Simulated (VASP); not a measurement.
BiTe:

```
Bi Te
1.0
     0.00000    3.23500    3.23500
     3.23500    0.00000    3.23500
     3.23500    3.23500    0.00000
Bi Te
1 1
Direct
  0.00000 0.00000 0.00000
  0.50000 0.50000 0.50000
```

Base run:

| Quantity | Value |
| --- | --- |
| Program | VASP 6.6.1 |
| Functional | PBEsol |
| Potentials or basis | VASP PAW PBE potentials, release 64 (Bi_d, Te) |
| Cutoff | 520 eV |
| k mesh | 10 × 10 × 10 |
| Occupations | fermi-dirac, width 0.08 eV |
| Spin | no spin polarisation |

Its results: band gap on the k mesh zero (an odd number of electrons rules out a gap without spin polarisation); pressure -1.7 GPa.

Task: The run is repeated on the same cell with these changes: functional from PBEsol to r2SCAN. What comes out?

Result: Band gap on the k mesh zero (an odd number of electrons rules out a gap without spin polarisation); pressure 0.0 GPa.

Caveats: the PAW data sets were made with another functional, which shifts forces and pressure a little; spin-orbit coupling is left out, which moves the levels of the heavy elements.
